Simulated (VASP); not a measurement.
# Al2O3 (P-3m1) in VASP: a series of runs

Al2O3 is run at these levels: LDA; tasks: single point.

Program: VASP 6.6.1. These are calculated values, not measurements. Logs are shortened: lines on timing, memory, paths and dates and some standing lists are left out, and cuts for length are marked.

## (1) The cell of the first run

Symmetry: P-3m1, No. 164, trigonal system. The conventional cell has a = 3.017 Å, b = 3.017 Å, c = 6.969 Å, α = 90.00°, β = 90.00°, γ = 120.00°. Within 2.1 Å of Al (site symmetry 3m) lie 4 O at 1.55 to 1.83 Å. O (site symmetry 3m) has 3 Al at 1.83 Å within 2.4 Å. O (site symmetry -3m) has 2 Al at 1.55 Å within 2.1 Å.

## (2) Single point, LDA (strain +0.000 along x and y, -0.080 along z)

INCAR

```
PREC     = Accurate       # precision mode
ENCUT    = 520            # plane-wave cutoff, eV
EDIFF    = 1E-6           # SCF threshold, eV
ISMEAR   = 0              # smearing method
SIGMA    = 0.05           # smearing width, eV
LREAL    = False          # projectors in reciprocal space
LASPH    = True           # aspherical terms in the spheres
NELM     = 80             # most SCF steps
ALGO     = Normal         # electronic algorithm
ISIF     = 2              # what is computed and relaxed
LWAVE    = False          # write WAVECAR
LCHARG   = False          # write CHGCAR
NBANDS   = 20             # bands
```

KPOINTS

```
Automatic mesh
0
Gamma
  12 12 4
```

POSCAR

```
Al2O3
1.0
    3.0174825440      0.0000000000      0.0000000000
   -1.5087412720      2.6132165386      0.0000000000
    0.0000000000      0.0000000000      6.9686651220
Al O
2 3
Direct
    0.0000000000      0.0000000000      0.2779510000
    0.0000000000      0.0000000000      0.7220490000
    0.3333333333      0.6666666667      0.1994540000
    0.6666666667      0.3333333333      0.8005460000
    0.0000000000      0.0000000000      0.5000000000
```

Potentials or basis: VASP PAW LDA potentials, release 64 (Al, O).

On the command line:

```
$ cat potpaw_LDA.64/Al/POTCAR potpaw_LDA.64/O/POTCAR > POTCAR
$ mpirun -np 1 vasp_std > vasp.out
```

OUTCAR:

```text
PREC = Accurate
   ENCUT = 520
   EDIFF = 1E-6
   ISMEAR = 0
   LREAL = False
   LASPH = True
   NELM = 80
   ISIF = 2

 ion  position               nearest neighbor table
   1  0.000  0.000  0.278-   5 1.55   3 1.83   3 1.83   3 1.83   2 3.09
   2  0.000  0.000  0.722-   5 1.55   4 1.83   4 1.83   4 1.83   1 3.09
   3  0.333  0.667  0.199-   1 1.83   1 1.83   1 1.83
   4  0.667  0.333  0.801-   2 1.83   2 1.83   2 1.83
   5  0.000  0.000  0.500-   1 1.55   2 1.55

  LATTYP: Found a hexagonal cell.
 ALAT       =     3.0174825440
 C/A-ratio  =     2.3094301360

  Lattice vectors:

 A1 = (   3.0174825440,   0.0000000000,   0.0000000000)
 A2 = (  -1.5087412720,   2.6132165386,   0.0000000000)
 A3 = (   0.0000000000,   0.0000000000,   6.9686651220)

Analysis of symmetry for initial positions (statically):
=====================================================================
 Subroutine PRICEL returns:
 Original cell was already a primitive cell.

 Routine SETGRP: Setting up the symmetry group for a
 hexagonal supercell.

 Subroutine GETGRP returns: Found 12 space group operations
 (whereof 12 operations were pure point group operations)
 out of a pool of 24 trial point group operations.

The static configuration has the point symmetry D_3d.

Analysis of symmetry for dynamics (positions and initial velocities):
=====================================================================
 Subroutine PRICEL returns:
 Original cell was already a primitive cell.

 Routine SETGRP: Setting up the symmetry group for a
 hexagonal supercell.

 Subroutine GETGRP returns: Found 12 space group operations
 (whereof 12 operations were pure point group operations)
 out of a pool of 24 trial point group operations.

The dynamic configuration has the point symmetry D_3d.

 Subroutine INISYM returns: Found 12 space group operations
 (whereof 12 operations are pure point group operations),
 and found     1 'primitive' translations

----------------------------------------------------------------------------------------

                                     Primitive cell

  volume of cell :      54.9503

  direct lattice vectors                    reciprocal lattice vectors
     3.017482544  0.000000000  0.000000000     0.331402083  0.191335082  0.000000000
    -1.508741272  2.613216539  0.000000000     0.000000000  0.382670163  0.000000000
     0.000000000  0.000000000  6.968665122     0.000000000  0.000000000  0.143499506

  length of vectors
     3.017482544  3.017482544  6.968665122     0.382670163  0.382670163  0.143499506

[... 89 lines left out ...]
   NSW    =      0    number of steps for IOM
   IBRION =     -1    ionic relax: 0-MD 1-quasi-New 2-CG
   NFREE  =      0    steps in history (QN), initial steepest desc. (CG)
   ISIF   =      2    stress and relaxation
   ISYM   =      2    0-nonsym 1-usesym 2-fastsym
   POTIM  = 0.5000    time-step for ionic-motion
   TEBEG  =    0.0;   TEEND  =   0.0 temperature during run
   PSTRESS=    0.0 pullay stress
   NELECT =      24.0000    total number of electrons
   NUPDOWN=      -1.0000    fix difference up-down
   EMIN   =  10.00;   EMAX   =-10.00  energy-range for DOS
   EFERMI =   0.00;   METHOD = LEGACY
   ISMEAR =     0;   SIGMA  =   0.05  broadening in eV -4-tet -1-fermi 0-gaus
   EFERMI_NEDOS =   21; number of points for ismear=-14 and -15
   IALGO  =     38    algorithm
   IMIX   =      4    mixing-type and parameters
     AMIX     =   0.40;   BMIX     =  1.00
     AMIX_MAG =   1.60;   BMIX_MAG =  1.00
  volume/ion in A,a.u.               =      10.99        74.16
  Fermi-wavevector in a.u.,A,eV,Ry     =   1.242096  2.347222 20.991118  1.542804
  Thomas-Fermi vector in A             =   2.376466
   LORBIT       =      0    0 simple, 1 ext, 2 COOP (PROOUT), +10 PAW based schemes
   GGA     = CA    functional components
   LHFCALC =     F    Hartree Fock is set to
   AEXX    =    0.0000 exact exchange contribution
   IVDW    =     0    specifies the selected vdW correction
   LEPSILON=     F    determine dielectric tensor
   LRPA    =     F    only Hartree local field effects (RPA)
 non-spin polarized calculation
 Gauss-broadening in eV      SIGMA  =   0.05
  energy-cutoff  :      520.00
  volume of cell :       54.95
 maximum number of plane-waves:      1508
 NGX is ok and might be reduce to    24
   NGX = 11   NGY = 11   NGZ = 25

 number of electron      24.0000007 magnetization

 Free energy of the ion-electron system (eV)
  ---------------------------------------------------
  ext. energy  EPLUGINS =         0.00000000
  ---------------------------------------------------
  free energy    TOTEN  =       -39.12361892 eV

  energy without entropy =      -39.12361892  energy(sigma->0) =      -39.12361892

 E-fermi :   3.4766     XC(G=0): -10.6228

 val. band max:        3.2339223777   @ k =   0.0000   0.0000   0.0000
 cond. band min:       6.8390941627   @ k =   0.0000   0.0000   0.0000
 fundamental gap:      3.6051717850
 Fermi energy:         3.4766085057

 k-point     1 :       0.0000    0.0000    0.0000
  band No.  band energies     occupation
      1     -15.1724      2.00000
      2     -14.6877      2.00000
      3     -13.0809      2.00000
      4      -1.8576      2.00000
      5      -0.1969      2.00000
      6       0.6187      2.00000
[... 541 lines left out ...]
     19      16.8514      0.00000
     20      17.5803      0.00000

 [... further k-points ...]

------------------------ aborting loop because EDIFF is reached ----------------------------------------

  FORCE on cell =-STRESS in cart. coord.  units (eV):
  Direction    XX          YY          ZZ          XY          YZ          ZX
  --------------------------------------------------------------------------------------
  -------------------------------------------------------------------------------------
  Total       -2.2156561     -2.2156561     17.3463440      0.0000000      0.0000000      0.0000000
  in kB      -64.6015849    -64.6015849    505.7650053      0.0000000      0.0000000      0.0000000
  external PRESSURE =     125.5206118 kB  Pullay stress =       0.0000000 kB

 VOLUME and BASIS-vectors are now :
 -----------------------------------------------------------------------------
  energy-cutoff  :      520.00
  volume of cell :       54.95
      direct lattice vectors                 reciprocal lattice vectors
     3.017482544  0.000000000  0.000000000     0.331402083  0.191335082  0.000000000
    -1.508741272  2.613216539  0.000000000     0.000000000  0.382670163  0.000000000
     0.000000000  0.000000000  6.968665122     0.000000000  0.000000000  0.143499506

 POSITION                                       TOTAL-FORCE (eV/Angst)
 -----------------------------------------------------------------------------------
      0.00000      0.00000      1.93695        -0.000000     -0.000000     -5.217889
      0.00000      0.00000      5.03172         0.000000      0.000000      5.217889
     -0.00000      1.74214      1.38993         0.000000      0.000000     -0.245901
      1.50874      0.87107      5.57874         0.000000     -0.000000      0.245901
      0.00000      0.00000      3.48433        -0.000000      0.000000      0.000000
 -----------------------------------------------------------------------------------
    total drift:                                0.000000      0.000000     -0.000000

  FREE ENERGIE OF THE ION-ELECTRON SYSTEM (eV)
  ---------------------------------------------------
  free  energy   TOTEN  =       -39.1236189154 eV

  energy  without entropy=      -39.1236189154  energy(sigma->0) =      -39.12361892
```

Wall time 74 s (1 thread of Intel Xeon 8259CL, shared host); peak memory 0.19 GiB.

Results:

* Free energy: -39.1236 eV
* Pressure: 12.6 GPa
* Largest force: 5.218 eV/Å
* Band gap on the k mesh: 3.61 eV

Forces on the atoms (eV/Å):
```
Al   0.000  0.000 -5.218
Al   0.000  0.000  5.218
O    0.000  0.000 -0.246
O    0.000  0.000  0.246
O    0.000  0.000  0.000
```

Levels at points of the mesh, in eV from the valence-band top:
```
           k point  band 9  band 10  band 11  band 12  band 13  band 14  band 15  band 16
(0.00, 0.00, 0.00)   -2.60    -1.13     0.00     0.00     3.61     5.72     8.66    12.29
(0.50, 0.00, 0.00)   -3.05    -1.81    -0.84    -0.41     5.58     7.57     9.10    10.67
(0.00, 0.00, 0.50)   -2.32    -2.16     0.00     0.00     4.44     4.92     9.32    10.33
(0.50, 0.00, 0.50)   -2.94    -2.16    -0.67    -0.40     6.33     6.54     9.58     9.67
```

Caveat: the cell differs from its parent crystal (strain +0.000 along x and y, -0.080 along z); the cell stands under pressure; forces of over 1 eV/Å act on the atoms, so gaps and moduli don't describe the material at rest. A k mesh can miss the band edges.

[end of part 1 of 2]
